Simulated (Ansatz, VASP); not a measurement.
W in VASP and in Ansatz

```xyz
5
Lattice="2.7314 0.0000 0.0000 -0.9105 2.5752 0.0000 0.0000 0.0000 24.9206" Properties=species:S:1:pos:R:3 pbc="T T T"
W     0.0000    0.0000    8.0000
W     0.9105    1.2876   10.2302
W     0.0000    0.0000   12.4603
W     0.9105    1.2876   14.6904
W     0.0000    0.0000   16.9206
```

Alike in both runs: task single point; functional PBEsol; k mesh 14 × 14 × 1; occupations fermi-dirac, width 0.1 eV; no spin polarisation.

|  | VASP | Ansatz |
| --- | --- | --- |
| version | VASP 6.6.1 | Ansatz 0.2.0 |
| potentials or method | VASP PAW PBE potentials, release 64 (W_sv) | PAW with Ansatz's default frozen-core files, scalar-relativistic |
| plane-wave cutoff (eV) | 520 | 420 |
| valence electrons in the cell | 70 | 70 |

|  | VASP | Ansatz | Ansatz less VASP |
| --- | --- | --- | --- |
| rms of the force components (eV/Å) | 0.336 | 0.342 | +0.0058 |

VASP's potentials were made for PBE, not for PBEsol. Atom by atom the forces differ by 0.011 eV/Å (rms over components). With one functional, cell and mesh, what is left measures potentials, basis and numerics.

Spin-orbit coupling is off throughout.
